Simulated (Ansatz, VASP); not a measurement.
## One calculation of GeMo2, two programs

Contents of INCAR:

```
SYSTEM = GeMo2
ALGO = Normal ; EDIFF = 1E-6
ENCUT = 520 ; GGA = PE
ISIF = 2 ; ISMEAR = 0
LASPH = .TRUE. ; LCHARG = .FALSE.
LREAL = .FALSE. ; LWAVE = .FALSE.
NBANDS = 28 ; NELM = 80
PREC = Accurate ; SIGMA = 0.1
```

The input KPOINTS:

```
k-points
0
G
  6 6 4
  0 0 0
```

File POSCAR:

```
GeMo2
1.0
    3.6160551600      0.0000000000      0.0000000000
    0.0000000000      3.6160551600      0.0000000000
    0.0000000000      0.0000000000      4.3367753200
Ge Mo
1 2
Direct
    0.5000000000      0.5000000000      0.0000000000
    0.0000000000      0.0000000000      0.5000000000
    0.5000000000      0.5000000000      0.5000000000
```

Input for Ansatz:

```yaml
crystal:
  lattice:
    - [3.61605516, 0.0, 0.0]
    - [0.0, 3.61605516, 0.0]
    - [0.0, 0.0, 4.33677532]
  atoms:
    - { symbol: Ge, position: [0.5, 0.5, 0.0] }
    - { symbol: Mo, position: [0.0, 0.0, 0.5] }
    - { symbol: Mo, position: [0.5, 0.5, 0.5] }
basis:
  ecutwfc: 420
kpoints:
  mp_grid: { grid: [6, 6, 4] }
hamiltonian:
  xc: pbe
scf:
  occupations: { method: gaussian, width: 0.1 }
  lower_state_search: "off"
output:
  forces: true
  stress: true
  eigenvalues: true
```

Alike in both runs: task single point; functional PBE; k mesh 6 × 6 × 4; occupations gaussian, width 0.1 eV; no spin polarisation.

|  | VASP | Ansatz |
| --- | --- | --- |
| version | VASP 6.6.1 | Ansatz 0.2.0 |
| potentials or method | VASP PAW PBE potentials, release 64 (Ge_d, Mo_sv), cutoff 520 eV | scalar-relativistic, plane waves, PAW |
| valence electrons in the cell | 42 | 42 |

Ansatz gave:

```
gap on the k mesh at the Fermi level (eV)                     : none
pressure (GPa)                                                : 21.5
traceless stress, the component that is largest in VASP (GPa) : 49.27
```

Task: Which values does VASP return?

Result: gap on the k mesh at the Fermi level (eV): none; pressure (GPa): 21.9; traceless stress, the component that is largest in VASP (GPa): 49.46.

A gap of «none» marks a metal or a gap that the smearing closes.

The k mesh is coarse, so the values compare programs but aren't converged.
